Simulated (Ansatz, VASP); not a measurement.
**V2N3: VASP beside Ansatz**

```
CELL_PARAMETERS angstrom
2.80640 0.00000 0.00000
-1.40320 2.43041 0.00000
0.00000 0.00000 6.21686
ATOMIC_POSITIONS crystal
V 0.66667 0.33333 0.29912
V 0.33333 0.66667 0.70088
N 0.00000 0.00000 0.50000
N 0.00000 0.00000 0.10793
N 0.00000 0.00000 0.89207
```

Alike in both runs: functional r2SCAN; k mesh 12 × 12 × 4; occupations gaussian, width 0.1 eV; collinear spin.

Ansatz relaxed the structure, and its values are those at the end. VASP's run is a single point on that final structure, the one shown.

```csv
,VASP,Ansatz
version,VASP 6.6.1,Ansatz 0.2.0
potentials or method,"VASP PAW PBE potentials, release 64 (V_sv, N), cutoff 520 eV","scalar-relativistic, plane waves, PAW"
valence electrons in the cell,41,41
```

Ansatz gave:

| Property | Result |
| --- | --- |
| gap on the k mesh at the Fermi level (eV) | none |
| pressure (GPa) | 0.0 |
| rms of the force components (eV/Å) | 0.001 |
| net moment per atom (μB) | 0.19 |
| size of the moment on the site where the two differ most (μB) | 0.38 |

Question: What did VASP give for the same quantities?

Answer: gap on the k mesh at the Fermi level (eV): none; pressure (GPa): 0.1; rms of the force components (eV/Å): 0.152; net moment per atom (μB): 0.00; size of the moment on the site where the two differ most (μB): 0.01.

The net moments are unlike, so the other rows may belong to different states. VASP's potentials were made for PBE, not for r2SCAN. Site moments also hang on the region over which each program counts them. A gap of «none» marks a metal or a gap that the smearing closes.
